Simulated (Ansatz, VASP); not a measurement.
# Two plane-wave programs on InAs

The input POSCAR:

```
InAs
1.0
    0.0000000000      3.0545904655      3.0545904655
    3.0545904655      0.0000000000      3.0545904655
    3.0545904655      3.0545904655      0.0000000000
In As
1 1
Direct
    0.0000000000      0.0000000000      0.0000000000
    0.2500000000      0.2500000000      0.2500000000
```

The input INCAR.step1:

```
SYSTEM = InAs
PREC = Accurate
ENCUT = 520
EDIFF = 1E-5
ISMEAR = -1
SIGMA = 0.02
LREAL = .False.
LASPH = .True.
NELM = 150
ALGO = Normal
ISIF = 2
LWAVE = .True.
LCHARG = .False.
MAGMOM = 0 0 0 0 0 0
LORBIT = 11
LSORBIT = .True.
GGA_COMPAT = .False.
LORBMOM = .True.
GGA = PE
NBANDS = 30
```

File INCAR.step2:

```
SYSTEM = InAs
PREC = Accurate
ENCUT = 520
EDIFF = 1E-7
ISMEAR = -1
SIGMA = 0.02
LREAL = .False.
LASPH = .True.
NELM = 150
ALGO = Normal
ISIF = 2
LWAVE = .False.
LCHARG = .False.
MAGMOM = 0 0 0 0 0 0
LORBIT = 11
LSORBIT = .True.
GGA_COMPAT = .False.
LORBMOM = .True.
GGA = PE
LHFCALC = .True.
HFSCREEN = 0.2079
PRECFOCK = Normal
ISTART = 1
NBANDS = 30
```

The input KPOINTS:

```
regular mesh
0
Gamma
  4 4 4
  0 0 0
```

Input for Ansatz:

```yaml
crystal:
  lattice:
    - [0.0, 3.0545904655, 3.0545904655]
    - [3.0545904655, 0.0, 3.0545904655]
    - [3.0545904655, 3.0545904655, 0.0]
  atoms:
    - { symbol: In, position: [0.0, 0.0, 0.0] }
    - { symbol: As, position: [0.25, 0.25, 0.25] }
kpoints:
  mp_grid: { grid: [4, 4, 4] }
  band_path:
    path:
      - [0.0, 0.0, 0.0]
      - [-0.5, -0.5, 0.0]
      - [-0.375, -0.375, 0.25]
      - [-0.375, 0.0, 0.375]
      - [0.0, 0.0, 0.5]
      - [-0.5, -0.25, 0.25]
    npoints: 1
hamiltonian:
  xc: hse06
scf:
  occupations: { method: fermi_dirac, width: 0.02 }
  n_extra_bands: 8
magnetization:
  noncollinear: true
  spin_orbit: true
output:
  eigenvalues: true
```

Alike in both runs: task single point; functional HSE06; k mesh 4 × 4 × 4; occupations fermi-dirac, width 0.02 eV; non-collinear spin, spin-orbit coupling.

```csv
,VASP,Ansatz
version,VASP 6.6.1,Ansatz 0.2.0
potentials or method,"VASP PAW PBE potentials, release 64 (In_d, As)","plane waves, PAW"
plane-wave cutoff (eV),520,420
valence electrons in the cell,18,28
```

|  | VASP | Ansatz | Ansatz less VASP |
| --- | --- | --- | --- |
| net moment per atom (μB) | 0.00 | 0.00 | 0.000 |

The functional is the same, so the differences come from potentials, cutoffs and numerics. VASP's potentials hold 18 valence electrons a cell and Ansatz's 28, so a difference there can come from the potentials and not from the codes.

The k mesh is coarse, so the values compare programs but aren't converged.
